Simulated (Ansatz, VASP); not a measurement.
**Two plane-wave programs on CdF2**

```xyz
3
Lattice="0.0000 2.6132 2.7344 2.6132 0.0000 2.7344 2.6132 2.6132 0.0000" Properties=species:S:1:pos:R:3 pbc="T T T"
Cd    0.0000    0.0000    0.0000
F     1.3066    1.3066    1.3672
F     3.9198    3.9198    4.1016
```

Change from the starting cell: strain -0.030 along x and y, +0.015 along z, atoms carried along.

Alike in both runs: task single point; functional PBE; k mesh 8 × 8 × 8; occupations gaussian, width 0.05 eV; no spin polarisation.

|  | VASP | Ansatz |
| --- | --- | --- |
| version | VASP 6.6.1 | Ansatz 0.2.0 |
| potentials or method | VASP PAW PBE potentials, release 64 (Cd, F), cutoff 520 eV | scalar-relativistic, plane waves, PAW |
| valence electrons in the cell | 26 | 34 |

|  | VASP | Ansatz | Ansatz less VASP |
| --- | --- | --- | --- |
| gap on the k mesh at the Fermi level (eV) | 3.17 | 3.21 | +0.036 |
| least direct gap on the mesh (eV) | 3.56 | 3.60 | +0.034 |
| pressure (GPa) | 12.5 | 11.5 | -1.00 |
| traceless stress, the component that is largest in VASP (GPa) | -3.31 | -3.37 | -0.062 |

With one functional, cell and mesh, what is left measures potentials, basis and numerics. VASP's potentials hold 26 valence electrons a cell and Ansatz's 34, so a difference there can come from the potentials and not from the codes.
